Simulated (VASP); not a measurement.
# MgO (Fm-3m) in VASP: a series of runs

MgO is run at these levels: PBEsol; tasks: vibrations by perturbation theory.

Program: VASP 6.6.1. These are calculated values, not measurements. Logs are shortened: lines on timing, memory, paths and dates and some standing lists are left out, and cuts for length are marked.

### 1 The cell of the first run

Symmetry: Fm-3m, No. 225, cubic system. Conventional cell: a = 4.214 Å, b = 4.214 Å, c = 4.214 Å, α = 90.00°, β = 90.00°, γ = 90.00°. Within 2.8 Å of Mg (site symmetry m-3m) lie 6 O at 2.11 Å. O (site symmetry m-3m) has 6 Mg at 2.11 Å within 2.8 Å.

### 2 Vibrations by perturbation theory, PBEsol

INCAR

```
PREC     = Accurate       # precision mode
ENCUT    = 520            # plane-wave cutoff, eV
EDIFF    = 1E-8           # SCF threshold, eV
ISMEAR   = 0              # smearing method
SIGMA    = 0.01           # smearing width, eV
LREAL    = F              # projectors in reciprocal space
LASPH    = T              # aspherical terms in the spheres
NELM     = 60             # most SCF steps
ALGO     = Normal         # electronic algorithm
ISIF     = 2              # what is computed and relaxed
LWAVE    = F              # write WAVECAR
LCHARG   = T              # write CHGCAR
GGA      = PS             # functional
NBANDS   = 11             # bands
IBRION   = 8              # ionic algorithm
NSW      = 1              # ionic steps
LEPSILON = T              # dielectric tensor by DFPT
```

KPOINTS

```
regular mesh
0
Gamma
  8 8 8
```

POSCAR

```
MgO
1.0
    0.0000000000      2.1071401427      2.1071401427
    2.1071401427      0.0000000000      2.1071401427
    2.1071401427      2.1071401427      0.0000000000
Mg O
1 1
Direct
    0.0000000000      0.0000000000      0.0000000000
    0.5000000000      0.5000000000      0.5000000000
```

Potentials or basis: VASP PAW PBE potentials, release 64 (Mg, O).

Command:

```console
$ cat potpaw_PBE.64/Mg/POTCAR potpaw_PBE.64/O/POTCAR > POTCAR
$ mpirun -np 1 vasp_std > vasp.out
```

OUTCAR:

```text
PREC = Accurate
   ENCUT = 520
   EDIFF = 1E-8
   ISMEAR = 0
   LREAL = F
   LASPH = T
   NELM = 60
   ISIF = 2
   GGA = PS
   IBRION = 8
   NSW = 1
   LEPSILON = T

 ion  position               nearest neighbor table
   1  0.000  0.000  0.000-   2 2.11   2 2.11   2 2.11   2 2.11   2 2.11   2 2.11
   2  0.500  0.500  0.500-   1 2.11   1 2.11   1 2.11   1 2.11   1 2.11   1 2.11

  LATTYP: Found a face centered cubic cell.
 ALAT       =     4.2142802854

  Lattice vectors:

 A1 = (   0.0000000000,   2.1071401427,   2.1071401427)
 A2 = (   2.1071401427,   0.0000000000,   2.1071401427)
 A3 = (   2.1071401427,   2.1071401427,   0.0000000000)

Analysis of symmetry for initial positions (statically):
=====================================================================
 Subroutine PRICEL returns:
 Original cell was already a primitive cell.

 Routine SETGRP: Setting up the symmetry group for a
 face centered cubic supercell.

 Subroutine GETGRP returns: Found 48 space group operations
 (whereof 48 operations were pure point group operations)
 out of a pool of 48 trial point group operations.

The static configuration has the point symmetry O_h .

Analysis of symmetry for dynamics (positions and initial velocities):
=====================================================================
 Subroutine PRICEL returns:
 Original cell was already a primitive cell.

 Routine SETGRP: Setting up the symmetry group for a
 face centered cubic supercell.

 Subroutine GETGRP returns: Found 48 space group operations
 (whereof 48 operations were pure point group operations)
 out of a pool of 48 trial point group operations.

The dynamic configuration has the point symmetry O_h .

 Subroutine INISYM returns: Found 48 space group operations
 (whereof 48 operations are pure point group operations),
 and found     1 'primitive' translations

----------------------------------------------------------------------------------------

                                     Primitive cell

  volume of cell :      18.7116

  direct lattice vectors                    reciprocal lattice vectors
     0.000000000  2.107140143  2.107140143    -0.237288441  0.237288441  0.237288441
     2.107140143  0.000000000  2.107140143     0.237288441 -0.237288441  0.237288441
     2.107140143  2.107140143  0.000000000     0.237288441  0.237288441 -0.237288441

  length of vectors
     2.979946168  2.979946168  2.979946168     0.410995636  0.410995636  0.410995636

  position of ions in fractional coordinates (direct lattice)
     0.000000000  0.000000000  0.000000000
     0.500000000  0.500000000  0.500000000

  ion indices of the primitive-cell ions
   primitive index   ion index
                 1           1
                 2           2

----------------------------------------------------------------------------------------

 KPOINTS: regular mesh

Automatic generation of k-mesh.
 Grid dimensions read from file:
 generate k-points for:    8    8    8

 Generating k-lattice:

  Cartesian coordinates                     Fractional coordinates (reciprocal lattice)
    -0.029661055  0.029661055  0.029661055     0.125000000  0.000000000  0.000000000
[... 486 lines left out ...]
  ---------------------------------------------------
  free energy    TOTEN  =        -0.12233172 eV

  energy without entropy =       -0.12233172

------------------------ aborting loop because EDIFF is reached ----------------------------------------

--------------------------------------- Ionic step        2  -------------------------------------------

------------------------ aborting loop because EDIFF is reached ----------------------------------------

--------------------------------------- Ionic step        3  -------------------------------------------

------------------------ aborting loop because EDIFF is reached ----------------------------------------

 PIEZOELECTRIC TENSOR FIELD DIRECTION 3  (e Angst)
 -----------------------------------------------------------------------------
    -0.00013  0.00000 -0.00000           ( -0.00001  0.00000 -0.00000)
     0.00000 -0.00013  0.00000           (  0.00000 -0.00001  0.00000)
    -0.00000  0.00000 -0.00021           ( -0.00000  0.00000 -0.00001)

 PIEZOELECTRIC TENSOR FIELD DIRECTION 3  (C/m^2)
 -----------------------------------------------------------------------------
    -0.00011  0.00000 -0.00000
     0.00000 -0.00011  0.00000
    -0.00000  0.00000 -0.00018

--------------------------------------- Ionic step        4  -------------------------------------------

------------------------ aborting loop because EDIFF is reached ----------------------------------------

[... ionic steps 5 to 6 ...]

--------------------------------------- Ionic step        7  -------------------------------------------

 Free energy of the ion-electron system (eV)
  ---------------------------------------------------
  ---------------------------------------------------
  free energy    TOTEN  =        -0.35754073 eV

  energy without entropy =       -0.35754073

------------------------ aborting loop because EDIFF is reached ----------------------------------------

 INTERNAL STRAIN TENSOR  FOR ION    2  DIRECTION 1   (eV/Angst):
 -----------------------------------------------------------------------------
    -0.00539  0.00000  0.00000
     0.00000  0.00709  0.00000
     0.00000  0.00000  0.00709

 MACROSCOPIC STATIC DIELECTRIC TENSOR (including local field effects in DFT)
 ------------------------------------------------------
           3.171816     0.000000     0.000000
           0.000000     3.171816    -0.000000
           0.000000    -0.000000     3.171816
 ------------------------------------------------------

 PIEZOELECTRIC TENSOR (including local field effects)  for field in x, y, z        (e  Angst)
          XX          YY          ZZ          XY          YZ          ZX
  --------------------------------------------------------------------------------
  x     0.00000     0.00000     0.00000     0.00000     0.00000     0.00000
  y     0.00000     0.00000     0.00000     0.00000     0.00000     0.00000
  z     0.00000     0.00000     0.00000     0.00000     0.00000     0.00000

 PIEZOELECTRIC TENSOR (including local field effects)  for field in x, y, z        (C/m^2)
          XX          YY          ZZ          XY          YZ          ZX
  --------------------------------------------------------------------------------
  x     0.00000     0.00000     0.00000     0.00000     0.00000     0.00000
  y     0.00000     0.00000     0.00000     0.00000     0.00000     0.00000
  z     0.00000     0.00000     0.00000     0.00000     0.00000     0.00000

 BORN EFFECTIVE CHARGES (including local field effects) (in |e|, cummulative output)
 ---------------------------------------------------------------------------------
 ion    1
    1     1.96689     0.00000    -0.00000
    2     0.00000     1.96689    -0.00000
    3    -0.00000     0.00000     1.96689
 ion    2
    1    -1.96689    -0.00000     0.00000
    2    -0.00000    -1.96689     0.00000
    3     0.00000    -0.00000    -1.96689

 INTERNAL STRAIN TENSOR FOR ION    2 for displacements in x,y,z  (eV/Angst):
          X           Y           Z          XY          YZ          ZX
  --------------------------------------------------------------------------------
  x     0.00000     0.00000     0.00000     0.00000     0.00000     0.00000
  y     0.00000     0.00000     0.00000     0.00000     0.00000     0.00000
  z     0.00000     0.00000     0.00000     0.00000     0.00000     0.00000

 SECOND DERIVATIVES (NOT SYMMETRIZED)
 ------------------------------------
               1X          1Y          1Z          2X          2Y          2Z
  1X    -5.385432    0.000000    0.000000    5.385432    0.000000    0.000000
  1Y     0.000000   -5.385432    0.000000    0.000000    5.385432    0.000000
  1Z     0.000000    0.000000   -5.385432    0.000000    0.000000    5.385432
  2X     5.409264    0.000000    0.000000   -5.409264    0.000000    0.000000
  2Y     0.000000    5.409264    0.000000    0.000000   -5.409264    0.000000
  2Z     0.000000    0.000000    5.409264    0.000000    0.000000   -5.409264

 Eigenvectors and eigenvalues of the dynamical matrix
 ----------------------------------------------------

   1 f  =   11.695307 THz    73.483779 2PiTHz  390.113438 cm-1    48.367880 meV
             X         Y         Z           dx          dy          dz
      0.000000  0.000000  0.000000     0.000000    0.629219    0.000000
      2.107140  2.107140  2.107140     0.000000   -0.777228    0.000000
[... 21 lines left out ...]
   6 f/i=    0.012628 THz     0.079342 2PiTHz    0.421214 cm-1     0.052224 meV
             X         Y         Z           dx          dy          dz
      0.000000  0.000000  0.000000     0.000000    0.000000    0.777228
      2.107140  2.107140  2.107140     0.000000    0.000000    0.629219

--------------------------------------------------------------------------------------------------------

 MACROSCOPIC STATIC DIELECTRIC TENSOR IONIC CONTRIBUTION
 ------------------------------------------------------
           6.931605     0.000000    -0.000000
           0.000000     6.931605    -0.000000
          -0.000000    -0.000000     6.931605
 ------------------------------------------------------

 ELASTIC MODULI CONTR FROM IONIC RELAXATION (kBar)
 Direction    XX          YY          ZZ          XY          YZ          ZX
 --------------------------------------------------------------------------------
 XX           0.0000      0.0000      0.0000      0.0000      0.0000      0.0000
 YY           0.0000      0.0000      0.0000      0.0000      0.0000      0.0000
 ZZ           0.0000      0.0000      0.0000      0.0000      0.0000      0.0000
 XY           0.0000      0.0000      0.0000      0.0000      0.0000      0.0000
 YZ           0.0000      0.0000      0.0000      0.0000      0.0000      0.0000
 ZX           0.0000      0.0000      0.0000      0.0000      0.0000      0.0000
 --------------------------------------------------------------------------------

 PIEZOELECTRIC TENSOR IONIC CONTR  for field in x, y, z        (C/m^2)
          XX          YY          ZZ          XY          YZ          ZX
  --------------------------------------------------------------------------------
  x     0.00000     0.00000     0.00000     0.00000     0.00000     0.00000
  y     0.00000     0.00000     0.00000     0.00000     0.00000     0.00000
  z     0.00000     0.00000     0.00000     0.00000     0.00000     0.00000
```

Wall time 47 s (1 thread of Intel Xeon 6975P-C (Granite Rapids), shared host); peak memory 0.17 GiB.

Results:

| Item | Value |
| --- | --- |
| Electronic dielectric tensor (diagonal) | 3.17 |
| Born charges (mean of the diagonal) | Mg +1.97; O -1.97 e |
| Highest phonon frequency at Γ, LO-TO splitting left out | 390 cm⁻¹ |

Phonon frequencies in cm⁻¹ (negative: imaginary):
| q point | frequencies |
| --- | --- |
| (0.000, 0.000, 0.000) | 0 0 0 390 390 390 |

Electronic dielectric tensor:
```
3.17 0.00 0.00
0.00 3.17 0.00
0.00 0.00 3.17
```

Born effective charge tensors (e):
atom 1, Mg
```
1.97 0.00 0.00
0.00 1.97 0.00
0.00 0.00 1.97
```
atom 2, O
```
-1.97  0.00  0.00
 0.00 -1.97  0.00
 0.00  0.00 -1.97
```

(Part 1 of 2 ends here.)
